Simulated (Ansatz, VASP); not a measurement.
**One calculation of Os, two programs**

```xyz
1
Lattice="0.0000 1.9515 1.9515 1.9515 0.0000 1.9515 1.9515 1.9515 0.0000" Properties=species:S:1:pos:R:3 pbc="T T T"
Os    0.0000    0.0000    0.0000
```

Change from the starting cell: volume scaled by 1.01, PAW files.

Alike in both runs: task electric field gradients; functional PBEsol; k mesh 14 × 14 × 14; occupations fermi-dirac, width 0.05 eV; no spin polarisation.

|  | VASP | Ansatz |
| --- | --- | --- |
| version | VASP 6.6.1 | Ansatz 0.2.0 |
| potentials or method | VASP PAW PBE potentials, release 64 (Os) | PAW with Ansatz's default frozen-core files, scalar-relativistic |
| plane-wave cutoff (eV) | 520 | 420 |
| valence electrons in the cell | 8 | 16 |

```tsv
	VASP	Ansatz	Ansatz less VASP
pressure (GPa)	-23.2	-23.1	+0.10
```

VASP's potentials were made for PBE, not for PBEsol. With one functional, cell and mesh, what is left measures potentials, basis and numerics. VASP's potentials hold 8 valence electrons a cell and Ansatz's 16, so a difference there can come from the potentials and not from the codes.

Spin-orbit coupling is off throughout.
